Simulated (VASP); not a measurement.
Runs of VASP 6.6.1 on CaSe. Symmetry: Fm-3m, No. 225, cubic system. Conventional cell: a = 5.912 Å, b = 5.912 Å, c = 5.912 Å, α = 90.00°, β = 90.00°, γ = 90.00°. Ca (site symmetry m-3m) has 6 Se at 2.96 Å within 3.9 Å. Within 3.9 Å of Se (site symmetry m-3m) lie 6 Ca at 2.96 Å. 

| level | grid for exact exchange (PRECFOCK) | share of exact exchange | screening parameter | gap on the mesh (eV) | pressure (GPa) |
| --- | --- | --- | --- | --- | --- |
| PBE | - | - | - | 2.01 | (b) |
| PBE-based screened hybrid with 50 % exact exchange | Normal | 0.5 | 0.20787 1/Å | 3.99 | 0.4 |
| PBE-based global hybrid with 35 % exact exchange | Normal | 0.35 | - | 4.40 | 0.6 |
| PBE-based global hybrid with 5 % exact exchange | Normal | 0.05 | - | 2.34 | 1.3 |
| r2SCAN50 | Normal | 0.5 | - | (c) | (a) |
| PBE-based global hybrid with 15 % exact exchange | Normal | 0.15 | - | 3.02 | 1.1 |

Alike in all rows: task single point; potentials or basis VASP PAW PBE potentials, release 64 (Ca_sv, Se); no spin polarisation; cell as given; k mesh 4 × 4 × 4; cutoff (eV) 520; smearing gaussian 0.05 eV.

Fill in the values left out.

(a) 0.3; (b) 1.5; (c) 5.54.

Caveats: all runs use coarse meshes; the PAW data sets were made with another functional, which shifts forces and pressure a little (at least some runs).

A k mesh can miss the band edges, and the runs leave out spin-orbit coupling on Se.
